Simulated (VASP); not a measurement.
# RbBr (Fm-3m) in VASP: further runs

Aim: see how the results for RbBr move with the level of theory and the settings. Levels: PBE0, HF. Tasks: single point.

All numbers are computed with VASP 6.6.1; they aren't measurements. Logs are shortened: lines on timing, memory, paths and dates and some standing lists are left out, and cuts for length are marked.

## (1) The cell of the first run

The structure is cubic, space group Fm-3m (No. 225). Conventional cell: a = 6.922 Å, b = 6.922 Å, c = 6.922 Å, α = 90.00°, β = 90.00°, γ = 90.00°. Rb (site symmetry m-3m) has 6 Br at 3.46 Å within 4.5 Å. Within 4.5 Å of Br (site symmetry m-3m) lie 6 Rb at 3.46 Å.

## (2) Single point, PBE0

POSCAR

```
RbBr
1.0
    0.0000000000      3.4608318259      3.4608318259
    3.4608318259      0.0000000000      3.4608318259
    3.4608318259      3.4608318259      0.0000000000
Rb Br
1 1
Direct
    0.0000000000      0.0000000000      0.0000000000
    0.5000000000      0.5000000000      0.5000000000
```

INCAR.step1

```
SYSTEM = RbBr
PREC = Accurate ; ENCUT = 520
EDIFF = 1E-5 ; ISMEAR = 0
SIGMA = 0.01 ; LREAL = .FALSE.
LASPH = .TRUE. ; NELM = 60
ALGO = Normal ; ISIF = 2
LWAVE = .TRUE. ; LCHARG = .FALSE.
GGA = PE ; NBANDS = 15
```

INCAR.step2

```
SYSTEM = RbBr
PREC = Accurate ; ENCUT = 520
EDIFF = 1E-6 ; ISMEAR = 0
SIGMA = 0.01 ; LREAL = .FALSE.
LASPH = .TRUE. ; NELM = 60
ALGO = Normal ; ISIF = 2
LWAVE = .FALSE. ; LCHARG = .FALSE.
GGA = PE ; LHFCALC = .TRUE.
AEXX = 0.25 ; PRECFOCK = Normal
ISTART = 1 ; NBANDS = 15
```

KPOINTS

```
Automatic mesh
0
G
  4 4 4
  0 0 0
```

Potentials or basis: VASP PAW PBE potentials, release 64 (Rb_sv, Br).

Command:

```sh
$ cat potpaw_PBE.64/Rb_sv/POTCAR potpaw_PBE.64/Br/POTCAR > POTCAR
$ cp INCAR.step1 INCAR
$ mpirun -np 1 vasp_std > vasp.out
$ cp INCAR.step2 INCAR
$ mpirun -np 1 vasp_std > vasp.out
```

OUTCAR:

```text
SYSTEM = RbBr
   PREC = Accurate
   ENCUT = 520
   EDIFF = 1E-6
   ISMEAR = 0
   LREAL = .FALSE.
   LASPH = .TRUE.
   NELM = 60
   ISIF = 2
   GGA = PE
   LHFCALC = .TRUE.
   AEXX = 0.25
   PRECFOCK = Normal
   ISTART = 1

 ion  position               nearest neighbor table
   1  0.000  0.000  0.000-   2 3.46   2 3.46   2 3.46   2 3.46   2 3.46   2 3.46
   2  0.500  0.500  0.500-   1 3.46   1 3.46   1 3.46   1 3.46   1 3.46   1 3.46

  LATTYP: Found a face centered cubic cell.
 ALAT       =     6.9216636518

  Lattice vectors:

 A1 = (   0.0000000000,   3.4608318259,   3.4608318259)
 A2 = (   3.4608318259,   0.0000000000,   3.4608318259)
 A3 = (   3.4608318259,   3.4608318259,   0.0000000000)

Analysis of symmetry for initial positions (statically):
=====================================================================
 Subroutine PRICEL returns:
 Original cell was already a primitive cell.

 Routine SETGRP: Setting up the symmetry group for a
 face centered cubic supercell.

 Subroutine GETGRP returns: Found 48 space group operations
 (whereof 48 operations were pure point group operations)
 out of a pool of 48 trial point group operations.

The static configuration has the point symmetry O_h .

Analysis of symmetry for dynamics (positions and initial velocities):
=====================================================================
 Subroutine PRICEL returns:
 Original cell was already a primitive cell.

 Routine SETGRP: Setting up the symmetry group for a
 face centered cubic supercell.

 Subroutine GETGRP returns: Found 48 space group operations
 (whereof 48 operations were pure point group operations)
 out of a pool of 48 trial point group operations.

The dynamic configuration has the point symmetry O_h .

 Subroutine INISYM returns: Found 48 space group operations
 (whereof 48 operations are pure point group operations),
 and found     1 'primitive' translations

----------------------------------------------------------------------------------------

                                     Primitive cell

  volume of cell :      82.9032

  direct lattice vectors                    reciprocal lattice vectors
     0.000000000  3.460831826  3.460831826    -0.144473937  0.144473937  0.144473937
     3.460831826  0.000000000  3.460831826     0.144473937 -0.144473937  0.144473937
     3.460831826  3.460831826  0.000000000     0.144473937  0.144473937 -0.144473937

  length of vectors
     4.894355305  4.894355305  4.894355305     0.250236200  0.250236200  0.250236200

  position of ions in fractional coordinates (direct lattice)
     0.000000000  0.000000000  0.000000000
     0.500000000  0.500000000  0.500000000

  ion indices of the primitive-cell ions
   primitive index   ion index
                 1           1
                 2           2

----------------------------------------------------------------------------------------

 KPOINTS: Automatic mesh

Automatic generation of k-mesh.
 Grid dimensions read from file:
 generate k-points for:    4    4    4

 Generating k-lattice:

  Cartesian coordinates                     Fractional coordinates (reciprocal lattice)
    -0.036118484  0.036118484  0.036118484     0.250000000  0.000000000  0.000000000
     0.036118484 -0.036118484  0.036118484     0.000000000  0.250000000  0.000000000
     0.036118484  0.036118484 -0.036118484     0.000000000  0.000000000  0.250000000

  Length of vectors
     0.062559050  0.062559050  0.062559050

  Shift w.r.t. Gamma in fractional coordinates (k-lattice)
     0.000000000  0.000000000  0.000000000

 Subroutine IBZKPT returns following result:
 ===========================================

 Found      8 irreducible k-points:

 Following reciprocal coordinates:
            Coordinates               Weight
  0.000000  0.000000  0.000000      1.000000
  0.250000  0.000000  0.000000      8.000000
  0.500000  0.000000  0.000000      4.000000
  0.250000  0.250000  0.000000      6.000000
  0.500000  0.250000  0.000000     24.000000
 -0.250000  0.250000  0.000000     12.000000
  0.500000  0.500000  0.000000      3.000000
 -0.250000  0.500000  0.250000      6.000000
   k-points           NKPTS =      8   k-points in BZ     NKDIM =     64   number of bands    NBANDS=     15
   number of dos      NEDOS =    301   number of ions     NIONS =      2
   total plane-waves  NPLWV =  46656
   dimension x,y,z NGX =    36 NGY =   36 NGZ =   36
   dimension x,y,z NGXF=    72 NGYF=   72 NGZF=   72
   ions per type =               1   1
   NGX,Y,Z   is equivalent  to a cutoff of  12.23, 12.23, 12.23 a.u.
   NGXF,Y,Z  is equivalent  to a cutoff of  24.46, 24.46, 24.46 a.u.
 SYSTEM =  RbBr
   PREC   = accura    normal or accurate (medium, high low for compatibility)
   ISTART =      1    job   : 0-new  1-cont  2-samecut
   ICHARG =      0    charge: 1-file 2-atom 10-const
   ISPIN  =      1    spin polarized calculation?
   LNONCOLLINEAR =      F non collinear calculations
   LSORBIT =      F    spin-orbit coupling
   LASPH  =      T    aspherical Exc in radial PAW
   ENCUT  =  520.0 eV  38.22 Ry    6.18 a.u.   9.10  9.10  9.10*2*pi/ulx,y,z
   NELM   =     60;   NELMIN=  2; NELMDL=  0     # of ELM steps
   EDIFF  = 0.1E-05   stopping-criterion for ELM
   LREAL  =      F    real-space projection
   EDIFFG = 0.1E-04   stopping-criterion for IOM
   NSW    =      0    number of steps for IOM
   IBRION =     -1    ionic relax: 0-MD 1-quasi-New 2-CG
   NFREE  =      0    steps in history (QN), initial steepest desc. (CG)
   ISIF   =      2    stress and relaxation
   ISYM   =      3    0-nonsym 1-usesym 2-fastsym
   POTIM  = 0.5000    time-step for ionic-motion
   TEBEG  =    0.0;   TEEND  =   0.0 temperature during run
   PSTRESS=    0.0 pullay stress
   NELECT =      16.0000    total number of electrons
   NUPDOWN=      -1.0000    fix difference up-down
   EMIN   =  10.00;   EMAX   =-10.00  energy-range for DOS
   EFERMI =   0.00;   METHOD = LEGACY
   ISMEAR =     0;   SIGMA  =   0.01  broadening in eV -4-tet -1-fermi 0-gaus
   EFERMI_NEDOS =   21; number of points for ismear=-14 and -15
   IALGO  =     38    algorithm
   IMIX   =      1    mixing-type and parameters
     AMIX     =   0.40;   BMIX     =  1.00
     AMIX_MAG =   1.60;   BMIX_MAG =  1.00
  volume/ion in A,a.u.               =      41.45       279.73
  Fermi-wavevector in a.u.,A,eV,Ry     =   0.946072  1.787817 12.177933  0.895053
  Thomas-Fermi vector in A             =   2.074035
   LORBIT       =      0    0 simple, 1 ext, 2 COOP (PROOUT), +10 PAW based schemes
   GGA     = PE    functional components
   LHFCALC =     T    Hartree Fock is set to
   PRECFOCK=normal    Normal, Fast or Accurate (Low or Medium for compatibility)
   ENCUT4O =  -1.0   cutoff for four orbital integrals eV
   NKREDX  =     1    reduce k-point grid by
   NKREDY  =     1    reduce k-point grid by
   NKREDZ  =     1    reduce k-point grid by
   AEXX    =    0.2500 exact exchange contribution
   HFSCREEN=    0.0000 screening length (either q_TF or 0.3 A-1)
   HFSCREENC=   0.0000 screening length for correlation (either q_TF or 0.3 A-1)
   ENCUTFOCK=  -1.0 apply spherical cutoff to Coloumb kernel
   IVDW    =     0    specifies the selected vdW correction
   LEPSILON=     F    determine dielectric tensor
   LRPA    =     F    only Hartree local field effects (RPA)
 non-spin polarized calculation
 Gauss-broadening in eV      SIGMA  =   0.01
  energy-cutoff  :      520.00
  volume of cell :       82.90
 maximum number of plane-waves:      2252
  NGX = 28; NGY = 28; NGZ = 28

 number of electron      15.9999997 magnetization

 Free energy of the ion-electron system (eV)
  ---------------------------------------------------
  ext. energy  EPLUGINS =         0.00000000
  ---------------------------------------------------
  free energy    TOTEN  =        -7.59102856 eV

  energy without entropy =       -7.59102856  energy(sigma->0) =       -7.59102856

 E-fermi :  -2.9998     XC(G=0):  -5.6075

 val. band max:       -3.1297509467   @ k =   0.0000   0.0000   0.0000
 cond. band min:       3.0447313317   @ k =   0.0000   0.0000   0.0000
 fundamental gap:      6.1744822785
 Fermi energy:        -2.9998157259

 k-point     1 :       0.0000    0.0000    0.0000
  band No.  band energies     occupation
      1     -29.3095      2.00000
      2     -16.3334      2.00000
      3     -12.2089      2.00000
      4     -12.2089      2.00000
      5     -12.2089      2.00000
      6      -3.1298      2.00000
      7      -3.1298      2.00000
      8      -3.1298      2.00000
      9       3.0447      0.00000
     10       6.1655      0.00000
     11       6.1655      0.00000
     12       6.1655      0.00000
     13       7.1221      0.00000
     14       7.1221      0.00000
     15       9.6387      0.00000

 k-point     2 :       0.2500    0.0000    0.0000
  band No.  band energies     occupation
      1     -29.3050      2.00000
      2     -16.3504      2.00000
      3     -12.2111      2.00000
      4     -12.2111      2.00000
      5     -12.1829      2.00000
      6      -3.6790      2.00000
      7      -3.3106      2.00000
      8      -3.3106      2.00000
      9       4.3060      0.00000
     10       5.9619      0.00000
     11       6.9038      0.00000
     12       6.9038      0.00000
     13       7.9914      0.00000
     14       7.9914      0.00000
     15      11.3180      0.00000
[... 77 lines left out ...]
      3     -12.3829      2.00000
      4     -12.2779      2.00000
      5     -12.2779      2.00000
      6      -3.6356      2.00000
      7      -3.3026      2.00000
      8      -3.3026      2.00000
      9       4.3994      0.00000
     10       5.9305      0.00000
     11       7.8952      0.00000
     12       8.2233      0.00000
     13       8.4178      0.00000
     14       9.8985      0.00000
     15       9.8985      0.00000

 k-point     8 :      -0.2500    0.5000    0.2500
  band No.  band energies     occupation
      1     -29.2979      2.00000
      2     -16.3011      2.00000
      3     -12.3301      2.00000
      4     -12.3301      2.00000
      5     -12.1879      2.00000
      6      -3.6216      2.00000
      7      -3.4972      2.00000
      8      -3.4972      2.00000
      9       5.8698      0.00000
     10       5.8698      0.00000
     11       7.1000      0.00000
     12       7.5178      0.00000
     13       9.8930      0.00000
     14       9.9480      0.00000
     15       9.9800      0.00000

------------------------ aborting loop because EDIFF is reached ----------------------------------------

  FORCE on cell =-STRESS in cart. coord.  units (eV):
  Direction    XX          YY          ZZ          XY          YZ          ZX
  --------------------------------------------------------------------------------------
  -------------------------------------------------------------------------------------
  Total        0.1344860      0.1344860      0.1344860     -0.0000000      0.0000000      0.0000000
  in kB        2.5990594      2.5990594      2.5990594     -0.0000000      0.0000000      0.0000000
  external PRESSURE =       2.5990594 kB  Pullay stress =       0.0000000 kB

 VOLUME and BASIS-vectors are now :
 -----------------------------------------------------------------------------
  energy-cutoff  :      520.00
  volume of cell :       82.90
      direct lattice vectors                 reciprocal lattice vectors
     0.000000000  3.460831826  3.460831826    -0.144473937  0.144473937  0.144473937
     3.460831826  0.000000000  3.460831826     0.144473937 -0.144473937  0.144473937
     3.460831826  3.460831826  0.000000000     0.144473937  0.144473937 -0.144473937

 POSITION                                       TOTAL-FORCE (eV/Angst)
 -----------------------------------------------------------------------------------
      0.00000      0.00000      0.00000        -0.000000     -0.000000      0.000000
      3.46083      3.46083      3.46083         0.000000      0.000000     -0.000000
 -----------------------------------------------------------------------------------
    total drift:                               -0.000000     -0.000000      0.000000

  FREE ENERGIE OF THE ION-ELECTRON SYSTEM (eV)
  ---------------------------------------------------
  free  energy   TOTEN  =        -7.5910285571 eV

  energy  without entropy=       -7.5910285571  energy(sigma->0) =       -7.59102856
```

It took 12 min on 1 thread of AMD EPYC 7R13, shared host; peak memory 0.19 GiB.

What came out:

* Free energy: -7.5910 eV
* Pressure: 0.3 GPa
* Band gap on the k mesh: 6.17 eV

Caveat: the PAW data sets were made with another functional, which shifts forces and pressure a little.

## (3) Single point, HF

POSCAR is that of step 2.

INCAR.step1

```
PREC = Accurate
ENCUT = 520
EDIFF = 1E-5
ISMEAR = 0
SIGMA = 0.01
LREAL = False
LASPH = True
NELM = 100
ALGO = Normal
ISIF = 2
LWAVE = True
GGA = PE
NBANDS = 15
```

INCAR.step2

```
PREC = Accurate
ENCUT = 520
EDIFF = 1E-6
ISMEAR = 0
SIGMA = 0.01
LREAL = False
LASPH = True
NELM = 100
ALGO = Normal
ISIF = 2
LWAVE = False
LCHARG = True
GGA = PE
LHFCALC = True
AEXX = 1.0
ALDAC = 0.0
AGGAC = 0.0
PRECFOCK = Normal
LELF = True
LVHAR = True
ISTART = 1
NBANDS = 15
```

KPOINTS

```
regular mesh
0
Gamma
  4 4 4
```

Potentials or basis: VASP PAW PBE potentials, release 64 (Rb_sv, Br).

Command:

```sh
$ cat potpaw_PBE.64/Rb_sv/POTCAR potpaw_PBE.64/Br/POTCAR > POTCAR
$ cp INCAR.step1 INCAR
$ mpirun -np 1 vasp_std > vasp.out
$ cp INCAR.step2 INCAR
$ mpirun -np 1 vasp_std > vasp.out
```

Wall time 16 min (1 thread of AMD EPYC 7R13, shared host); peak memory 0.19 GiB.

Results (log left out):

```
Free energy            : -11.1681 eV
Pressure               : 1.7 GPa
Band gap on the k mesh : 11.85 eV
```

Levels at points of the mesh, in eV from the valence-band top:
| k point | band 4 | band 5 | band 6 | band 7 | band 8 | band 9 | band 10 | band 11 | band 12 | band 13 |
| --- | --- | --- | --- | --- | --- | --- | --- | --- | --- | --- |
| (0.00, 0.00, 0.00) | -10.43 | -10.43 | 0.00 | 0.00 | 0.00 | 11.85 | 15.28 | 15.28 | 15.28 | 16.64 |
| (0.50, 0.00, 0.00) | -10.42 | -10.34 | -1.12 | -0.39 | -0.39 | 14.24 | 15.57 | 18.07 | 18.07 | 18.19 |
| (0.50, 0.50, 0.00) | -10.51 | -10.51 | -0.59 | -0.20 | -0.20 | 13.13 | 15.16 | 16.87 | 18.05 | 18.28 |

Caveat: the PAW data sets were made with another functional, which shifts forces and pressure a little.
